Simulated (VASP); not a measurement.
# TaN (Cm) in VASP: single point with r2SCAN

Aim: the single point of TaN with r2SCAN.

All numbers are computed with VASP 6.6.1; they aren't measurements. Logs are shortened: lines on timing, memory, paths and dates and some standing lists are left out, and cuts for length are marked.

### Step 1. The cell of the first run

Symmetry: Cm, No. 8, monoclinic system. Conventional cell: a = 5.089 Å, b = 2.938 Å, c = 2.883 Å, α = 90.00°, β = 90.00°, γ = 90.00°. Ta (site symmetry m) has 6 N at 2.03 to 2.51 Å within 2.7 Å. N (site symmetry m) has 6 Ta at 2.03 to 2.51 Å within 2.7 Å.

### Step 2. Single point, r2SCAN (atom 2 (N) moved by (-0.200, -0.200) A along y and z)

The input, POSCAR:

```
TaN
1.0
    2.9379988584      0.0000000000      0.0000000000
   -1.4689994292      2.5443816477      0.0000000000
    0.0000000000      0.0000000000      2.8830000000
Ta N
1 1
Direct
    0.3333333333      0.6666666667      0.5000000000
   -0.0393022800     -0.0786045600     -0.0693721818
```

The input, INCAR.step1:

```
ALGO     = Normal         # electronic algorithm
EDIFF    = 1E-4           # SCF threshold, eV
ENCUT    = 520            # plane-wave cutoff, eV
GGA      = PE             # functional
ISMEAR   = 0              # smearing method
LASPH    = True           # aspherical terms in the spheres
LCHARG   = False          # write CHGCAR
LREAL    = False          # projectors in reciprocal space
LWAVE    = True           # write WAVECAR
NBANDS   = 15             # bands
NELM     = 80             # most SCF steps
PREC     = Accurate       # precision mode
SIGMA    = 0.15           # smearing width, eV
```

The input, INCAR.step2:

```
ALGO     = Normal         # electronic algorithm
EDIFF    = 1E-6           # SCF threshold, eV
ENCUT    = 520            # plane-wave cutoff, eV
ISIF     = 2              # what is computed and relaxed
ISMEAR   = 0              # smearing method
ISTART   = 1            
LASPH    = True           # aspherical terms in the spheres
LCHARG   = False          # write CHGCAR
LMIXTAU  = True         
LREAL    = False          # projectors in reciprocal space
LWAVE    = False          # write WAVECAR
METAGGA  = R2SCAN         # meta-GGA
NBANDS   = 15             # bands
NELM     = 80             # most SCF steps
PREC     = Accurate       # precision mode
SIGMA    = 0.15           # smearing width, eV
```

The input, KPOINTS:

```
k-points
0
Gamma
  18 18 16
```

Potentials or basis: VASP PAW PBE potentials, release 64 (Ta_pv, N).

Started as:

```bash
$ cat potpaw_PBE.64/Ta_pv/POTCAR potpaw_PBE.64/N/POTCAR > POTCAR
$ cp INCAR.step1 INCAR
$ mpirun -np 1 vasp_std > vasp.out
$ cp INCAR.step2 INCAR
$ mpirun -np 1 vasp_std > vasp.out
```

OUTCAR:

```text
EDIFF = 1E-6
   ENCUT = 520
   ISIF = 2
   ISMEAR = 0
   ISTART = 1
   LASPH = True
   LREAL = False
   METAGGA = R2SCAN
   NELM = 80
   PREC = Accurate

 ion  position               nearest neighbor table
   1  0.333  0.667  0.500-   2 2.03   2 2.03   2 2.27   2 2.30   2 2.30   2 2.51
   2  0.961  0.921  0.931-   1 2.03   1 2.03   1 2.27   1 2.30   1 2.30   1 2.51

  LATTYP: Found a hexagonal cell.
 ALAT       =     2.9379988584
 C/A-ratio  =     0.9812801635

  Lattice vectors:

 A1 = (   2.9379988584,   0.0000000000,   0.0000000000)
 A2 = (  -1.4689994292,   2.5443816477,   0.0000000000)
 A3 = (   0.0000000000,   0.0000000000,   2.8830000000)

Analysis of symmetry for initial positions (statically):
=====================================================================
 Subroutine PRICEL returns:
 Original cell was already a primitive cell.

 Routine SETGRP: Setting up the symmetry group for a
 hexagonal supercell.

 Subroutine GETGRP returns: Found  2 space group operations
 (whereof  2 operations were pure point group operations)
 out of a pool of 24 trial point group operations.

The static configuration has the point symmetry C_1h.

Analysis of symmetry for dynamics (positions and initial velocities):
=====================================================================
 Subroutine PRICEL returns:
 Original cell was already a primitive cell.

 Routine SETGRP: Setting up the symmetry group for a
 hexagonal supercell.

 Subroutine GETGRP returns: Found  2 space group operations
 (whereof  2 operations were pure point group operations)
 out of a pool of 24 trial point group operations.

The dynamic configuration has the point symmetry C_1h.

 Subroutine INISYM returns: Found  2 space group operations
 (whereof  2 operations are pure point group operations),
 and found     1 'primitive' translations

----------------------------------------------------------------------------------------

                                     Primitive cell

  volume of cell :      21.5516

  direct lattice vectors                    reciprocal lattice vectors
     2.937998858  0.000000000  0.000000000     0.340367729  0.196511400  0.000000000
    -1.468999429  2.544381648  0.000000000     0.000000000  0.393022800  0.000000000
     0.000000000  0.000000000  2.883000000     0.000000000  0.000000000  0.346860909

  length of vectors
     2.937998858  2.937998858  2.883000000     0.393022800  0.393022800  0.346860909

  position of ions in fractional coordinates (direct lattice)
[... 91 lines left out ...]
   NUPDOWN=      -1.0000    fix difference up-down
   EMIN   =  10.00;   EMAX   =-10.00  energy-range for DOS
   EFERMI =   0.00;   METHOD = LEGACY
   ISMEAR =     0;   SIGMA  =   0.15  broadening in eV -4-tet -1-fermi 0-gaus
   EFERMI_NEDOS =   21; number of points for ismear=-14 and -15
   IALGO  =     38    algorithm
   IMIX   =      4    mixing-type and parameters
     AMIX     =   0.40;   BMIX     =  1.00
     AMIX_MAG =   1.60;   BMIX_MAG =  1.00
  volume/ion in A,a.u.               =      10.78        72.72
  Fermi-wavevector in a.u.,A,eV,Ry     =   1.482366  2.801265 29.897546  2.197408
  Thomas-Fermi vector in A             =   2.596161
   LORBIT       =      0    0 simple, 1 ext, 2 COOP (PROOUT), +10 PAW based schemes
   METAGGA = R2SCAN    functional components
   LHFCALC =     F    Hartree Fock is set to
   AEXX    =    0.0000 exact exchange contribution
   IVDW    =     0    specifies the selected vdW correction
   LEPSILON=     F    determine dielectric tensor
   LRPA    =     F    only Hartree local field effects (RPA)
 non-spin polarized calculation
 Gauss-broadening in eV      SIGMA  =   0.15
  energy-cutoff  :      520.00
  volume of cell :       21.55
 maximum number of plane-waves:       605
 NGX is ok and might be reduce to    24
   NGX = 11   NGY = 11   NGZ = 11

 number of electron      16.0000002 magnetization

 Free energy of the ion-electron system (eV)
  ---------------------------------------------------
  ext. energy  EPLUGINS =         0.00000000
  ---------------------------------------------------
  free energy    TOTEN  =       -59.82282560 eV

  energy without entropy =      -59.82171822  energy(sigma->0) =      -59.82227191

 E-fermi :   8.4576     XC(G=0): -14.3088

 val. band max:        8.4539658299   @ k =   0.0000   0.0556   0.3125
 cond. band min:       8.4981352248   @ k =  -0.0556   0.5000   0.5000
 fundamental gap:      0.0441693950
 Fermi energy:         8.4575652468

 k-point     1 :       0.0000    0.0000    0.0000
  band No.  band energies     occupation
      1     -27.8700      2.00000
      2     -27.6122      2.00000
      3     -27.5878      2.00000
      4     -10.5951      2.00000
      5       2.6051      2.00000
      6       3.1500      2.00000
      7       3.3573      2.00000
      8       6.3314      2.00000
      9      10.1333      0.00000
     10      10.5987      0.00000
     11      12.6128      0.00000
     12      13.0078      0.00000
     13      13.7415      0.00000
     14      19.0417      0.00000
[... 401 lines left out ...]
      2     -27.8136      2.00000
      3     -27.6390      2.00000
      4     -10.1109      2.00000
      5       1.8225      2.00000
      6       3.2468      2.00000
      7       3.6029      2.00000
      8       5.7720      2.00000
      9       9.7834      0.00000
     10      11.2683      0.00000
     11      12.3642      0.00000
     12      13.8566      0.00000
     13      14.2239      0.00000
     14      19.0419      0.00000
     15      22.4065      0.00000

 [... further k-points ...]

------------------------ aborting loop because EDIFF is reached ----------------------------------------

  FORCE on cell =-STRESS in cart. coord.  units (eV):
  Direction    XX          YY          ZZ          XY          YZ          ZX
  --------------------------------------------------------------------------------------
  -------------------------------------------------------------------------------------
  Total        2.4390047      1.0716843      2.6655371      0.0000000      1.4380395      0.0000000
  in kB      181.3195789     79.6707563    198.1603687      0.0000000    106.9061934      0.0000000
  external PRESSURE =     153.0502346 kB  Pullay stress =       0.0000000 kB

 VOLUME and BASIS-vectors are now :
 -----------------------------------------------------------------------------
  energy-cutoff  :      520.00
  volume of cell :       21.55
      direct lattice vectors                 reciprocal lattice vectors
     2.937998858  0.000000000  0.000000000     0.340367729  0.196511400  0.000000000
    -1.468999429  2.544381648  0.000000000     0.000000000  0.393022800  0.000000000
     0.000000000  0.000000000  2.883000000     0.000000000  0.000000000  0.346860909

 POSITION                                       TOTAL-FORCE (eV/Angst)
 -----------------------------------------------------------------------------------
     -0.00000      1.69625      1.44150         0.000000     -2.542194     -3.357956
      1.46900      2.34438      2.68300        -0.000000      2.542194      3.357956
 -----------------------------------------------------------------------------------
    total drift:                                0.000000     -0.000096      0.000044

  FREE ENERGIE OF THE ION-ELECTRON SYSTEM (eV)
  ---------------------------------------------------
  free  energy   TOTEN  =       -59.8228256045 eV

  energy  without entropy=      -59.8217182187  energy(sigma->0) =      -59.82227191
```

OUTCAR.step1:

```text
EDIFF = 1E-4
   ENCUT = 520
   GGA = PE
   ISMEAR = 0
   LASPH = True
[... 654 lines left out ...]
 -----------------------------------------------------------------------------------
     -0.00000      1.69625      1.44150         0.000000     -2.442267     -3.332090
      1.46900      2.34438      2.68300         0.000000      2.442267      3.332090
 -----------------------------------------------------------------------------------
    total drift:                               -0.000000     -0.000022      0.000351

  FREE ENERGIE OF THE ION-ELECTRON SYSTEM (eV)
  ---------------------------------------------------
  free  energy   TOTEN  =       -21.8773106973 eV

  energy  without entropy=      -21.8759034398  energy(sigma->0) =      -21.87660707
```

OSZICAR.step1:

```text
N       E                     dE             d eps       ncg     rms          rms(c)
DAV:   1     0.909414843860E+02    0.90941E+02   -0.84277E+03 41402   0.110E+03
DAV:   2    -0.218270037064E+02   -0.11277E+03   -0.10638E+03 50211   0.305E+02
DAV:   3    -0.245110873534E+02   -0.26841E+01   -0.26727E+01 46655   0.453E+01
DAV:   4    -0.245222339739E+02   -0.11147E-01   -0.11144E-01 53942   0.316E+00
DAV:   5    -0.245223069170E+02   -0.72943E-04   -0.72939E-04 47586   0.235E-01    0.253E+01
DAV:   6    -0.219671690004E+02    0.25551E+01   -0.42869E+00 54509   0.247E+01    0.106E+01
DAV:   7    -0.219050734067E+02    0.62096E-01   -0.58757E-01 47341   0.648E+00    0.747E+00
DAV:   8    -0.218844992471E+02    0.20574E-01   -0.13768E-01 51653   0.320E+00    0.156E+00
DAV:   9    -0.218773152822E+02    0.71840E-02   -0.14712E-02 46375   0.104E+00    0.224E-01
DAV:  10    -0.218773622556E+02   -0.46973E-04   -0.11496E-03 49476   0.375E-01    0.904E-02
DAV:  11    -0.218773106973E+02    0.51558E-04   -0.62089E-05 27220   0.933E-02
   1 F= -.21877311E+02 E0= -.21876607E+02  d E =-.140726E-02
```

Wall time 6.7 min (1 thread of Intel Xeon 6975P-C (Granite Rapids), shared host); peak memory 0.53 GiB.

What came out:

```
Free energy            : -59.8228 eV
Pressure               : 15.3 GPa
Largest force          : 4.212 eV/Å
Band gap on the k mesh : zero (bands 8 and 9 overlap by 0.34 eV)
```

Forces in eV/Å, atoms in the order of the input:
```
Ta   0.000 -2.542 -3.358
N    0.000  2.542  3.358
```

Caveat: the cell differs from its parent crystal (atom 2 (N) moved by (-0.200, -0.200) A along y and z); the stress differs along the axes, from 8 to 20 GPa; the PAW data sets were made with another functional, which shifts forces and pressure a little; spin-orbit coupling is left out, which moves the levels of the heavy elements.

The gap in the log of VASP goes by the Fermi energy; the results here count the filled bands.